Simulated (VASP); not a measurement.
# HfO2 (Fm-3m) in VASP: a series of runs, part 2 of 3

VASP 6.6.1. Earlier steps stand in the parts before.

### Step 3. Single point, PBE

This run uses another cell than the first one, of 11.60 Å³/atom, 0.981 times its volume.

The input, INCAR:

```
  ALGO = Normal
  EDIFF = 1E-6
  ENCUT = 520
  GGA = PE
  ISIF = 2
  ISMEAR = -1
  LASPH = True
  LCHARG = False
  LREAL = False
  LWAVE = False
  NBANDS = 18
  NELM = 80
  PREC = Accurate
  SIGMA = 0.05
```

The input, KPOINTS:

```
k-points
0
Gamma
  9 9 9
```

The input, POSCAR:

```
HfO2
1.0
    0.0000000000      2.5911551753      2.5911551753
    2.5911551753      0.0000000000      2.5911551753
    2.5911551753      2.5911551753      0.0000000000
Hf O
1 2
Direct
    0.0000000000      0.0000000000      0.0000000000
    0.7500000000      0.7500000000      0.7500000000
    0.2500000000      0.2500000000      0.2500000000
```

Potentials or basis: VASP PAW PBE potentials, release 64 (Hf_pv, O).

Started as:

```console
$ cat potpaw_PBE.64/Hf_pv/POTCAR potpaw_PBE.64/O/POTCAR > POTCAR
$ mpirun -np 1 vasp_std > vasp.out
```

OUTCAR:

```text
EDIFF = 1E-6
   ENCUT = 520
   GGA = PE
   ISIF = 2
   ISMEAR = -1
   LASPH = True
   LREAL = False
   NELM = 80
   PREC = Accurate

 ion  position               nearest neighbor table
   1  0.000  0.000  0.000-   2 2.24   2 2.24   2 2.24   2 2.24   3 2.24   3 2.24   3 2.24   3 2.24

   2  0.750  0.750  0.750-   1 2.24   1 2.24   1 2.24   1 2.24
   3  0.250  0.250  0.250-   1 2.24   1 2.24   1 2.24   1 2.24

  LATTYP: Found a face centered cubic cell.
 ALAT       =     5.1823103506

  Lattice vectors:

 A1 = (   0.0000000000,   2.5911551753,   2.5911551753)
 A2 = (   2.5911551753,   0.0000000000,   2.5911551753)
 A3 = (   2.5911551753,   2.5911551753,   0.0000000000)

Analysis of symmetry for initial positions (statically):
=====================================================================
 Subroutine PRICEL returns:
 Original cell was already a primitive cell.

 Routine SETGRP: Setting up the symmetry group for a
 face centered cubic supercell.

 Subroutine GETGRP returns: Found 48 space group operations
[... 9 lines left out ...]

 Routine SETGRP: Setting up the symmetry group for a
 face centered cubic supercell.

 Subroutine GETGRP returns: Found 48 space group operations
[... 11 lines left out ...]
                                     Primitive cell

  volume of cell :      34.7945

  direct lattice vectors                    reciprocal lattice vectors
     0.000000000  2.591155175  2.591155175    -0.192964128  0.192964128  0.192964128
     2.591155175  0.000000000  2.591155175     0.192964128 -0.192964128  0.192964128
     2.591155175  2.591155175  0.000000000     0.192964128  0.192964128 -0.192964128

  length of vectors
     3.664446791  3.664446791  3.664446791     0.334223674  0.334223674  0.334223674

  position of ions in fractional coordinates (direct lattice)
     0.000000000  0.000000000  0.000000000
     0.750000000  0.750000000  0.750000000
     0.250000000  0.250000000  0.250000000

  ion indices of the primitive-cell ions
   primitive index   ion index
                 1           1
                 2           2
                 3           3

----------------------------------------------------------------------------------------

 KPOINTS: k-points

Automatic generation of k-mesh.
 Grid dimensions read from file:
 generate k-points for:    9    9    9

 Generating k-lattice:

  Cartesian coordinates                     Fractional coordinates (reciprocal lattice)
    -0.021440459  0.021440459  0.021440459     0.111111111  0.000000000  0.000000000
     0.021440459 -0.021440459  0.021440459     0.000000000  0.111111111  0.000000000
     0.021440459  0.021440459 -0.021440459     0.000000000  0.000000000  0.111111111

  Length of vectors
     0.037135964  0.037135964  0.037135964

  Shift w.r.t. Gamma in fractional coordinates (k-lattice)
     0.000000000  0.000000000  0.000000000

 Subroutine IBZKPT returns following result:
 ===========================================

 Found     35 irreducible k-points:

 Following reciprocal coordinates:
            Coordinates               Weight
  0.000000  0.000000  0.000000      1.000000
  0.111111  0.000000  0.000000      8.000000
  0.222222  0.000000  0.000000      8.000000
  0.333333  0.000000  0.000000      8.000000
  0.444444  0.000000  0.000000      8.000000
  0.111111  0.111111  0.000000      6.000000
[... 16 lines left out ...]
 -0.333333  0.333333  0.000000     12.000000
  0.444444  0.444444  0.000000      6.000000
 [... further k-points ...]
   k-points           NKPTS =     35   k-points in BZ     NKDIM =     35   number of bands    NBANDS=     18
   number of dos      NEDOS =    301   number of ions     NIONS =      3
   total plane-waves  NPLWV =  21952
   dimension x,y,z NGX =    28 NGY =   28 NGZ =   28
   dimension x,y,z NGXF=    56 NGYF=   56 NGZF=   56
   ions per type =               1   2
   NGX,Y,Z   is equivalent  to a cutoff of  12.70, 12.70, 12.70 a.u.
   NGXF,Y,Z  is equivalent  to a cutoff of  25.41, 25.41, 25.41 a.u.
 SYSTEM =  unknown system
   PREC   = accura    normal or accurate (medium, high low for compatibility)
   ISTART =      0    job   : 0-new  1-cont  2-samecut
   ICHARG =      2    charge: 1-file 2-atom 10-const
   ISPIN  =      1    spin polarized calculation?
   LNONCOLLINEAR =      F non collinear calculations
   LSORBIT =      F    spin-orbit coupling
   LASPH  =      T    aspherical Exc in radial PAW
   ENCUT  =  520.0 eV  38.22 Ry    6.18 a.u.   6.81  6.81  6.81*2*pi/ulx,y,z
   NELM   =     80;   NELMIN=  2; NELMDL= -5     # of ELM steps
   EDIFF  = 0.1E-05   stopping-criterion for ELM
   LREAL  =      F    real-space projection
   EDIFFG = 0.1E-04   stopping-criterion for IOM
   NSW    =      0    number of steps for IOM
   IBRION =     -1    ionic relax: 0-MD 1-quasi-New 2-CG
   NFREE  =      0    steps in history (QN), initial steepest desc. (CG)
   ISIF   =      2    stress and relaxation
   ISYM   =      2    0-nonsym 1-usesym 2-fastsym
   POTIM  = 0.5000    time-step for ionic-motion
   TEBEG  =    0.0;   TEEND  =   0.0 temperature during run
   PSTRESS=    0.0 pullay stress
   NELECT =      22.0000    total number of electrons
   NUPDOWN=      -1.0000    fix difference up-down
   EMIN   =  10.00;   EMAX   =-10.00  energy-range for DOS
   EFERMI =   0.00;   METHOD = LEGACY
   ISMEAR =    -1;   SIGMA  =   0.05  broadening in eV -4-tet -1-fermi 0-gaus
   EFERMI_NEDOS =   21; number of points for ismear=-14 and -15
   IALGO  =     38    algorithm
   IMIX   =      4    mixing-type and parameters
     AMIX     =   0.40;   BMIX     =  1.00
     AMIX_MAG =   1.60;   BMIX_MAG =  1.00
  volume/ion in A,a.u.               =      11.60        78.27
  Fermi-wavevector in a.u.,A,eV,Ry     =   1.405116  2.655285 26.862691  1.974352
  Thomas-Fermi vector in A             =   2.527610
   LORBIT       =      0    0 simple, 1 ext, 2 COOP (PROOUT), +10 PAW based schemes
   GGA     = PE    functional components
   LHFCALC =     F    Hartree Fock is set to
   AEXX    =    0.0000 exact exchange contribution
   IVDW    =     0    specifies the selected vdW correction
   LEPSILON=     F    determine dielectric tensor
   LRPA    =     F    only Hartree local field effects (RPA)
 non-spin polarized calculation
  energy-cutoff  :      520.00
  volume of cell :       34.79
 maximum number of plane-waves:       954
   NGX = 13   NGY = 13   NGZ = 13

 number of electron      21.9999997 magnetization

 Free energy of the ion-electron system (eV)
  ---------------------------------------------------
  ext. energy  EPLUGINS =         0.00000000
  ---------------------------------------------------
  free energy    TOTEN  =       -30.15004759 eV

  energy without entropy =      -30.15004759  energy(sigma->0) =      -30.15004759

 E-fermi :   4.7149     XC(G=0): -11.4911

 val. band max:        3.6839995781   @ k =  -0.4444   0.4444   0.0000
 cond. band min:       7.4046467726   @ k =   0.4444   0.4444   0.0000
 fundamental gap:      3.7206471945
 Fermi energy:         4.7149015431

 k-point     1 :       0.0000    0.0000    0.0000
  band No.  band energies     occupation
      1     -26.2648      2.00000
      2     -26.2648      2.00000
      3     -26.2648      2.00000
      4     -14.6017      2.00000
      5     -11.8890      2.00000
      6      -1.2217      2.00000
[... 10 lines left out ...]
     17      13.3448      0.00000
     18      16.8876      0.00000

 k-point     2 :       0.1111    0.0000    0.0000
  band No.  band energies     occupation
      1     -26.3035      2.00000
      2     -26.2691      2.00000
      3     -26.2691      2.00000
      4     -14.4608      2.00000
      5     -12.0045      2.00000
      6      -1.1113      2.00000
[... 10 lines left out ...]
     17      13.1598      0.00000
     18      16.7996      0.00000

 k-point     3 :       0.2222    0.0000    0.0000
  band No.  band energies     occupation
      1     -26.3993      2.00000
      2     -26.2802      2.00000
      3     -26.2802      2.00000
      4     -14.1022      2.00000
      5     -12.2690      2.00000
      6      -0.8239      2.00000
[... 412 lines left out ...]
 k-point    23 :      -0.3333    0.3333    0.0000
  band No.  band energies     occupation
      1     -26.4881      2.00000
      2     -26.4676      2.00000
      3     -26.3269      2.00000
      4     -13.0366      2.00000
      5     -12.8121      2.00000
      6      -1.3513      2.00000
[... 10 lines left out ...]
     17      15.2561      0.00000
     18      16.3077      0.00000

 k-point    24 :       0.4444    0.4444    0.0000
  band No.  band energies     occupation
      1     -26.5885      2.00000
      2     -26.3533      2.00000
      3     -26.3533      2.00000
      4     -12.9728      2.00000
      5     -12.8394      2.00000
      6      -2.1973      2.00000
[... 10 lines left out ...]
     17      15.0926      0.00000
     18      16.7857      0.00000

 [... further k-points ...]
[... 5 lines left out ...]
  --------------------------------------------------------------------------------------
  -------------------------------------------------------------------------------------
  Total       -3.0688532     -3.0688532     -3.0688532      0.0000000      0.0000000     -0.0000000
  in kB     -141.3111508   -141.3111508   -141.3111508      0.0000000      0.0000000     -0.0000000
  external PRESSURE =    -141.3111508 kB  Pullay stress =       0.0000000 kB

 VOLUME and BASIS-vectors are now :
 -----------------------------------------------------------------------------
  energy-cutoff  :      520.00
  volume of cell :       34.79
      direct lattice vectors                 reciprocal lattice vectors
     0.000000000  2.591155175  2.591155175    -0.192964128  0.192964128  0.192964128
     2.591155175  0.000000000  2.591155175     0.192964128 -0.192964128  0.192964128
     2.591155175  2.591155175  0.000000000     0.192964128  0.192964128 -0.192964128

 POSITION                                       TOTAL-FORCE (eV/Angst)
 -----------------------------------------------------------------------------------
      0.00000      0.00000      0.00000        -0.000000      0.000000     -0.000000
      3.88673      3.88673      3.88673         0.000000      0.000000      0.000000
      1.29558      1.29558      1.29558        -0.000000     -0.000000     -0.000000
 -----------------------------------------------------------------------------------
    total drift:                                0.000000      0.000000      0.000000

  FREE ENERGIE OF THE ION-ELECTRON SYSTEM (eV)
  ---------------------------------------------------
  free  energy   TOTEN  =       -30.1500475861 eV

  energy  without entropy=      -30.1500475860  energy(sigma->0) =      -30.15004759
```

stdout:

```text
POSCAR found type information on POSCAR HfO
 POSCAR found :  2 types and       3 ions
 scaLAPACK will be used
 LDA part: xc-table for (Slater+PW92), standard interpolation
 POSCAR, INCAR and KPOINTS ok, starting setup
 FFT: planning ... GRIDC
 FFT: planning ... GRID_SOFT
 FFT: planning ... GRID
 WAVECAR not read
 entering main loop
```

It took 29 s on 1 thread of Intel Xeon Platinum 8259CL at 2.50GHz (Skylake/Cascade Lake), shared host; peak memory 0.17 GiB.

What came out:

```
Free energy            : -30.1500 eV
Pressure               : -14.1 GPa
Band gap on the k mesh : 3.72 eV, indirect (least direct gap 3.83 eV)
```

Caveat: spin-orbit coupling is left out, which moves the levels of the heavy elements. A hybrid or GW would open this gap; PBE tends to underestimate it.

[end of part 2 of 3]
